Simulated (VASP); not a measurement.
Input of a VASP 6.6.1 run:

File INCAR:

```
PREC = Accurate
ENCUT = 520
EDIFF = 1E-7
ISMEAR = 0
SIGMA = 0.15
LREAL = False
LASPH = True
NELM = 100
ALGO = Normal
ISIF = 2
LWAVE = False
LCHARG = False
NBANDS = 16
```

The input KPOINTS:

```
regular mesh
0
Gamma
  16 16 16
```

POSCAR

```
Si
1.0
    0.0000000000      2.6836238889      4.4653963484
    2.4653280607      0.0000000000      4.4653963484
    2.4653280607      2.6836238889      0.0000000000
Si
4
Direct
    0.7297169282      0.2702830718      0.7297169282
    0.2702830718      0.7297169282      0.2702830718
    0.7744251954      0.7744251954      0.2255748046
    0.2255748046      0.2255748046      0.7744251954
```

Potentials or basis: VASP PAW LDA potentials, release 64 (Si).

Launch:

```bash
$ cat potpaw_LDA.64/Si/POTCAR > POTCAR
$ mpirun -np 1 vasp_std > vasp.out
```

**Question.** What does it give for the largest force?

**Answer.** 0.165 eV/Å.

**Question.** Predict the band gap on the k mesh.

**Answer.** Zero (bands 8 and 9 overlap by 3.60 eV).

Forces on the atoms (eV/Å):
```
Si   0.000 -0.108  0.000
Si   0.000  0.108  0.000
Si   0.000  0.000 -0.165
Si   0.000  0.000  0.165
```
